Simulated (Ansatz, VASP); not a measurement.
## One calculation of BAs, two programs

Contents of INCAR:

```
ALGO = Normal ; EDIFF = 1E-6
EDIFFG = -0.01 ; ENCUT = 600
GGA = PE ; IBRION = 2
ISIF = 3 ; ISMEAR = 0
LASPH = True ; LCHARG = False
LREAL = False ; LWAVE = False
NELM = 100 ; NSW = 100
PREC = Accurate ; SIGMA = 0.1
```

File KPOINTS:

```
k-points
0
Gamma
  20 20 20
```

File POSCAR:

```
BAs
1.0
    0.0000000000      2.3089380189      2.3089380189
    2.3089380189      0.0000000000      2.3089380189
    2.3089380189      2.3089380189      0.0000000000
B As
1 1
Direct
    0.5000000000      0.5000000000      0.5000000000
    0.0000000000      0.0000000000      0.0000000000
```

Input for Ansatz:

```yaml
crystal:
  lattice:
    - [0.0, 2.3089380189, 2.3089380189]
    - [2.3089380189, 0.0, 2.3089380189]
    - [2.3089380189, 2.3089380189, 0.0]
  atoms:
    - { symbol: B, position: [0.5, 0.5, 0.5] }
    - { symbol: As, position: [0.0, 0.0, 0.0] }
basis:
  ecutwfc: 420
kpoints:
  mp_grid: { grid: [20, 20, 20] }
hamiltonian:
  xc: pbe
scf:
  occupations: { method: gaussian, width: 0.1 }
output:
  forces: true
  stress: true
  eigenvalues: true
  write_density: true
  write_potential: true
  elf: true
  volumetric_format: npy
relax:
  adjacent_minimum: "off"
  f_tol: 0.01
  max_steps: 80
  cell: { stress_tol: 0.05 }
```

Change from the starting cell: species swapped into the ScS type (Fm-3m, No. 225).

Alike in both runs: task relaxation of cell and atoms; functional PBE; k mesh 20 × 20 × 20; occupations gaussian, width 0.1 eV; no spin polarisation.

|  | VASP | Ansatz |
| --- | --- | --- |
| version | VASP 6.6.1 | Ansatz 0.2.0 |
| potentials or method | VASP PAW PBE potentials, release 64 (B, As), cutoff 600 eV | scalar-relativistic, plane waves, PAW |
| valence electrons in the cell | 8 | 18 |

|  | VASP | Ansatz | Ansatz less VASP |
| --- | --- | --- | --- |
| gap on the k mesh at the Fermi level, each at its own relaxed structure (eV) | none | none | - |
| relaxed volume (Å³/atom) | 12.31 | 12.28 | -0.031 |
| relaxed cell length with the largest relative difference (Å) | 3.265 | 3.263 | -0.0028 |

A gap of «none» marks a metal or a gap that the smearing closes. VASP's potentials hold 8 valence electrons a cell and Ansatz's 18, so a difference there can come from the potentials and not from the codes.

Noted on VASP's run: the relaxation stopped at its first step, so nothing moved.
